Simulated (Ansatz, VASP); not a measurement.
## One calculation of NaHF2, two programs

```
Na H F
1.0
     1.69772    0.98018    4.56924
    -1.69772    0.98018    4.56924
     0.00000   -1.96035    4.56924
Na H F
1 1 2
Direct
  0.00000 0.00000 0.00000
  0.50000 0.50000 0.50000
  0.41724 0.41724 0.41724
  0.58276 0.58276 0.58276
```

Alike in both runs: task single point; functional PBEsol; k mesh 6 × 6 × 6; no spin polarisation.

```csv
,VASP,Ansatz
version,VASP 6.6.1,Ansatz 0.2.0
potentials or method,"VASP PAW PBE potentials, release 64 (Na_pv, H, F)","plane waves, PAW"
plane-wave cutoff (eV),520,420
occupations,"gaussian, width 0.01 eV",fixed
valence electrons in the cell,22,24
```

VASP gave:

| Item | Value |
| --- | --- |
| gap on the k mesh at the Fermi level (eV) | 7.04 |
| pressure (GPa) | 1.9 |
| traceless stress, the component that is largest in VASP (GPa) | 0.95 |
| rms of the force components (eV/Å) | 0.071 |

Task: Estimate Ansatz's values.

Result: gap on the k mesh at the Fermi level (eV): 7.07; pressure (GPa): 1.9; traceless stress, the component that is largest in VASP (GPa): 0.51; rms of the force components (eV/Å): 0.047.

VASP's potentials were made for PBE, not for PBEsol. Atom by atom the forces differ by 0.024 eV/Å (rms over components). VASP's potentials hold 22 valence electrons a cell and Ansatz's 24, so a difference there can come from the potentials and not from the codes.
